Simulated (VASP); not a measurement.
Write the native input for VASP 6.6.1 that does the following.

| Property | Result |
| --- | --- |
| Task | single point |
| Functional | PBEsol |
| Potentials or basis | VASP PAW PBE potentials, release 64 (Nb_sv) |
| Cutoff | 520 eV |
| k mesh | 18 × 18 × 18 |
| Occupations | gaussian, width 0.1 eV |
| Spin | no spin polarisation |
| Dipole correction | no |
| Further INCAR settings | ALGO = Fast; EDIFF = 1e-06; NBANDS = 12 |

The structure of Nb lies in POSCAR:

```
Nb
1.0
   -1.5855846155      1.5855846155      1.5855846155
    1.5855846155     -1.5855846155      1.5855846155
    1.5855846155      1.5855846155     -1.5855846155
Nb
1
Direct
    0.0000000000      0.0000000000      0.0000000000
```

This cell differs from its parent crystal: volume scaled by 0.91.

The input as run:

INCAR

```
PREC = Accurate
ENCUT = 520
EDIFF = 1E-6
ISMEAR = 0
SIGMA = 0.1
LREAL = False
LASPH = True
NELM = 80
ALGO = Fast
ISIF = 2
LWAVE = False
LCHARG = False
GGA = PS
NBANDS = 12
```

KPOINTS

```
Automatic mesh
0
Gamma
  18 18 18
```

Potentials or basis: VASP PAW PBE potentials, release 64 (Nb_sv).

The run is started by

```bash
$ cat potpaw_PBE.64/Nb_sv/POTCAR > POTCAR
$ mpirun -np 1 vasp_std > vasp.out
```

Results of the run:

| Item | Value |
| --- | --- |
| Pressure | 19.6 GPa |

Caveat: the PAW data sets were made with another functional, which shifts forces and pressure a little.

Run time: 74 s on 1 thread of Intel Xeon 8259CL (shared host), peak memory 0.15 GiB.
